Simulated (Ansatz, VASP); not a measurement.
B5Ru3: VASP beside Ansatz

```
B Ru
1.0
     2.91651    0.00000    0.00000
    -1.45825    2.52577    0.00000
     0.00000    0.00000   10.04801
B Ru
5 3
Cartesian
  0.0000 1.6838 6.4594
  1.4583 0.8419 7.2342
  0.0000 1.6838 3.5887
  1.4583 0.8419 2.8138
  1.4583 0.8419 0.0000
  0.0000 1.6838 1.4102
  0.0000 1.6838 8.6378
  1.4583 0.8419 5.0240
```

Alike in both runs: functional PBE; k mesh 6 × 6 × 2; occupations gaussian, width 0.2 eV; no spin polarisation.

Ansatz relaxed the structure, and its values are those at the end. VASP's run is a single point on that final structure, the one shown.

```csv
,VASP,Ansatz
version,VASP 6.6.1,Ansatz 0.2.0
potentials or method,"VASP PAW PBE potentials, release 64 (B, Ru_pv), cutoff 520 eV","scalar-relativistic, plane waves, PAW"
valence electrons in the cell,57,63
```

Ansatz gave:

```
gap on the k mesh at the Fermi level (eV) : none
pressure (GPa)                            : 0.2
rms of the force components (eV/Å)        : 0.008
```

Question: Which values does VASP return?

Answer: gap on the k mesh at the Fermi level (eV): none; pressure (GPa): 0.2; rms of the force components (eV/Å): 0.009.

A gap of «none» marks a metal or a gap that the smearing closes. The functional is the same, so the differences come from potentials, cutoffs and numerics. VASP's potentials hold 57 valence electrons a cell and Ansatz's 63, so a difference there can come from the potentials and not from the codes.

The k mesh is coarse, so the values compare programs but aren't converged.
